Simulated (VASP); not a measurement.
Wanted: the native input for a VASP 6.6.1 run.

```yaml
Task: single point
Functional: PBE
Potentials_or_basis: VASP PAW PBE potentials, release 64 (Al, Ru_pv)
Cutoff: 520 eV
k_mesh: 20 × 20 × 20
Occupations: gaussian, width 0.15 eV
Spin: no spin polarisation
Dipole_correction: no
Further_INCAR_settings: ALGO = Fast; EDIFF = 1e-06; NBANDS = 16
```

The structure of AlRu lies in POSCAR:

```
AlRu
1.0
    3.0040847246      0.0000000000      0.0000000000
    0.0000000000      3.0040847246      0.0000000000
    0.0000000000      0.0000000000      3.0040847246
Al Ru
1 1
Direct
    0.0000000000      0.0000000000      0.0000000000
    0.5000000000      0.5000000000      0.5083220023
```

This cell differs from its parent crystal: all Ru atoms moved +0.025 Å, as atom 2 along Cartesian [0 0 1].

The input as run:

INCAR

```
SYSTEM = AlRu
  ALGO = Fast
  EDIFF = 1E-6
  ENCUT = 520
  GGA = PE
  ISIF = 2
  ISMEAR = 0
  LASPH = .TRUE.
  LCHARG = .FALSE.
  LREAL = .FALSE.
  LWAVE = .FALSE.
  NBANDS = 16
  NELM = 100
  PREC = Accurate
  SIGMA = 0.15
```

KPOINTS

```
k-points
0
G
  20 20 20
  0 0 0
```

Potentials or basis: VASP PAW PBE potentials, release 64 (Al, Ru_pv).

Launch:

```console
$ cat potpaw_PBE.64/Al/POTCAR potpaw_PBE.64/Ru_pv/POTCAR > POTCAR
$ mpirun -np 1 vasp_std > vasp.out
```

It gave:

```
Pressure               : 0.0 GPa
Largest force          : 0.187 eV/Å
Band gap on the k mesh : zero (an odd number of electrons rules out a gap without spin polarisation)
```

Caveat: the cell differs from its parent crystal (all Ru atoms moved +0.025 Å, as atom 2 along Cartesian [0 0 1]).

It took 86 s on 1 thread of Intel(R) Xeon(R) 6975P-C (Granite Rapids), with other jobs on the host, peak memory 0.39 GiB.
